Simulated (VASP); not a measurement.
Set up this calculation in VASP 6.6.1, as the native input.

```
Task                               : single point
Functional                         : PBE-based screened hybrid with 5 % exact exchange
Potentials or basis                : VASP PAW PBE potentials, release 64 (K_sv, Sr_sv, Cl)
Cutoff                             : 520 eV
k mesh                             : 2 × 2 × 2
Occupations                        : gaussian, width 0.01 eV
Spin                               : no spin polarisation
Dipole correction                  : no
Grid for exact exchange (PRECFOCK) : Fast
Share of exact exchange            : 0.05
Further INCAR settings             : ALGO = Normal; EDIFF = 1e-07; NBANDS = 28
Screening parameter                : 0.1 1/Å
```

The system is KSrCl3.

```
CELL_PARAMETERS angstrom
5.63620 0.00000 0.00000
0.00000 5.63620 0.00000
0.00000 0.00000 5.63620
ATOMIC_POSITIONS crystal
K 0.00000 0.00000 0.00000
Sr 0.50000 0.50000 0.50000
Cl 0.50000 0.50000 0.00000
Cl 0.50000 0.00000 0.50000
Cl 0.00000 0.50000 0.50000
```

One way to write it, as run:

POSCAR

```
KSrCl3
1.0
    5.6362001317      0.0000000000      0.0000000000
    0.0000000000      5.6362001317      0.0000000000
    0.0000000000      0.0000000000      5.6362001317
K Sr Cl
1 1 3
Direct
    0.0000000000      0.0000000000      0.0000000000
    0.5000000000      0.5000000000      0.5000000000
    0.5000000000      0.5000000000      0.0000000000
    0.5000000000      0.0000000000      0.5000000000
    0.0000000000      0.5000000000      0.5000000000
```

INCAR.step1

```
SYSTEM = KSrCl3
PREC = Accurate ; ENCUT = 520
EDIFF = 1E-5 ; ISMEAR = 0
SIGMA = 0.01 ; LREAL = .FALSE.
LASPH = .TRUE. ; NELM = 80
ALGO = Normal ; ISIF = 2
LWAVE = .TRUE. ; LCHARG = .FALSE.
NBANDS = 28 ; GGA = PE
```

INCAR.step2

```
SYSTEM = KSrCl3
PREC = Accurate ; ENCUT = 520
EDIFF = 1E-7 ; ISMEAR = 0
SIGMA = 0.01 ; LREAL = .FALSE.
LASPH = .TRUE. ; NELM = 80
ALGO = Normal ; ISIF = 2
LWAVE = .FALSE. ; LCHARG = .FALSE.
GGA = PE ; LHFCALC = .TRUE.
AEXX = 0.05 ; HFSCREEN = 0.1
PRECFOCK = Fast ; NBANDS = 28
ISTART = 1
```

KPOINTS

```
Automatic mesh
0
G
  2 2 2
  0 0 0
```

Potentials or basis: VASP PAW PBE potentials, release 64 (K_sv, Sr_sv, Cl).

Launch:

```bash
$ cat potpaw_PBE.64/K_sv/POTCAR potpaw_PBE.64/Sr_sv/POTCAR potpaw_PBE.64/Cl/POTCAR > POTCAR
$ cp INCAR.step1 INCAR
$ mpirun -np 1 vasp_std > vasp.out
$ cp INCAR.step2 INCAR
$ mpirun -np 1 vasp_std > vasp.out
```

Results of the run:

- Pressure: 0.7 GPa
- Band gap on the k mesh: 4.80 eV (least direct gap 5.02 eV)

Caveat: the k points lie up to 0.56 Å⁻¹ apart; the PAW data sets were made with another functional, which shifts forces and pressure a little.

Wall time 2.8 min on 1 thread of Intel(R) Xeon(R) Platinum 8375C CPU @ 2.90GHz (Ice Lake) (shared host), peak memory 0.37 GiB.
